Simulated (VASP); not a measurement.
Set up this calculation in VASP 6.6.1, as the native input.

| Item | Value |
| --- | --- |
| Task | single point |
| Functional | PBE |
| Potentials or basis | VASP PAW PBE potentials, release 64 (Ga_d) |
| Cutoff | 520 eV |
| k mesh | 20 × 20 × 12 |
| Occupations | gaussian, width 0.1 eV |
| Spin | no spin polarisation |
| Dipole correction | no |
| Further INCAR settings | ALGO = Fast; EDIFF = 1e-06; NBANDS = 20 |

The structure of Ga lies in POSCAR:

```
Ga
1.0
    1.7978242037     -2.2690331957     -0.0242688782
    1.7978242037      2.2690331957     -0.0242688782
   -1.5857338802      0.0000000000      5.2094070406
Ga
2
Direct
    0.8708889489      0.1291110511      0.7500000000
    0.1291110511      0.8708889489      0.2500000000
```

The input as run:

INCAR

```
SYSTEM = Ga
PREC     = Accurate       ! precision mode
ENCUT    = 520            ! plane-wave cutoff, eV
EDIFF    = 1E-6           ! SCF threshold, eV
ISMEAR   = 0              ! smearing method
SIGMA    = 0.1            ! smearing width, eV
LREAL    = .FALSE.        ! projectors in reciprocal space
LASPH    = .TRUE.         ! aspherical terms in the spheres
NELM     = 80             ! most SCF steps
ALGO     = Fast           ! electronic algorithm
ISIF     = 2              ! what is computed and relaxed
LWAVE    = .FALSE.        ! write WAVECAR
LCHARG   = .TRUE.         ! write CHGCAR
GGA      = PE             ! functional
LELF     = .TRUE.         ! ELF
LVHAR    = .TRUE.       
NBANDS   = 20             ! bands
```

KPOINTS

```
Automatic mesh
0
G
  20 20 12
  0 0 0
```

Potentials or basis: VASP PAW PBE potentials, release 64 (Ga_d).

Command:

```console
$ cat potpaw_PBE.64/Ga_d/POTCAR > POTCAR
$ mpirun -np 1 vasp_std > vasp.out
```

Results of the run:

```
Pressure               : -3.5 GPa
Band gap on the k mesh : zero (bands 13 and 14 overlap by 5.87 eV)
```

Caveat: the cell stands under tension.

Wall time 6 min on 1 thread of AMD EPYC 9R45 96-Core Processor (Zen 5) (shared host), peak memory 0.82 GiB.
